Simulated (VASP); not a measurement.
Set up this calculation in VASP 6.6.1, as the native input.

```
Task                   : single point
Functional             : r2SCAN
Potentials or basis    : VASP PAW PBE potentials, release 64 (Hf_pv)
Cutoff                 : 520 eV
k mesh                 : 18 × 18 × 18
Occupations            : gaussian, width 0.15 eV
Spin                   : no spin polarisation
Dipole correction      : no
Further INCAR settings : ALGO = Normal; EDIFF = 1e-06; NBANDS = 11
```

The system is Hf.

```xyz
1
Lattice="0.0000 2.2200 2.2200 2.4143 0.0000 2.2200 2.4143 2.2200 0.0000" Properties=species:S:1:pos:R:3 pbc="T T T"
Hf    0.0000    0.0000    0.0000
```

This cell differs from its parent crystal: strain +0.0875 x Voigt [1, 0, 0, 0, 0, 0].

One way to write it, as run:

POSCAR

```
Hf
1.0
    0.0000000000      2.2200000000      2.2200000000
    2.4142500000      0.0000000000      2.2200000000
    2.4142500000      2.2200000000      0.0000000000
Hf
1
Direct
    0.0000000000      0.0000000000      0.0000000000
```

INCAR.step1

```
SYSTEM = Hf
  PREC = Accurate
  ENCUT = 520
  ISMEAR = 0
  SIGMA = 0.15
  LREAL = .FALSE.
  LASPH = .TRUE.
  NELM = 80
  NBANDS = 11
  GGA = PE
  ALGO = Normal
  EDIFF = 1E-4
  LWAVE = .TRUE.
  LCHARG = .FALSE.
```

INCAR.step2

```
SYSTEM = Hf
  PREC = Accurate
  ENCUT = 520
  EDIFF = 1E-6
  ISMEAR = 0
  SIGMA = 0.15
  LREAL = .FALSE.
  LASPH = .TRUE.
  NELM = 80
  ALGO = Normal
  ISIF = 2
  LWAVE = .FALSE.
  LCHARG = .TRUE.
  METAGGA = R2SCAN
  LMIXTAU = .TRUE.
  LELF = .TRUE.
  LVHAR = .TRUE.
  NBANDS = 11
  ISTART = 1
```

KPOINTS

```
Automatic mesh
0
G
  18 18 18
  0 0 0
```

Potentials or basis: VASP PAW PBE potentials, release 64 (Hf_pv).

The run is started by

```bash
$ cat potpaw_PBE.64/Hf_pv/POTCAR > POTCAR
$ cp INCAR.step1 INCAR
$ mpirun -np 1 vasp_std > vasp.out
$ cp INCAR.step2 INCAR
$ mpirun -np 1 vasp_std > vasp.out
```

It gave:

The pressure is -6.1 GPa and the band gap on the k mesh is zero (band 5 reaches 5.41 eV, above the bottom of band 6 at 3.57 eV).

Caveat: the cell differs from its parent crystal (strain +0.0875 x Voigt [1, 0, 0, 0, 0, 0]); the PAW data sets were made with another functional, which shifts forces and pressure a little; spin-orbit coupling is left out, which moves the levels of the heavy elements.

Wall time 2.7 min on 1 thread of Intel Xeon 6975P-C, with other jobs on the host, peak memory 0.24 GiB.
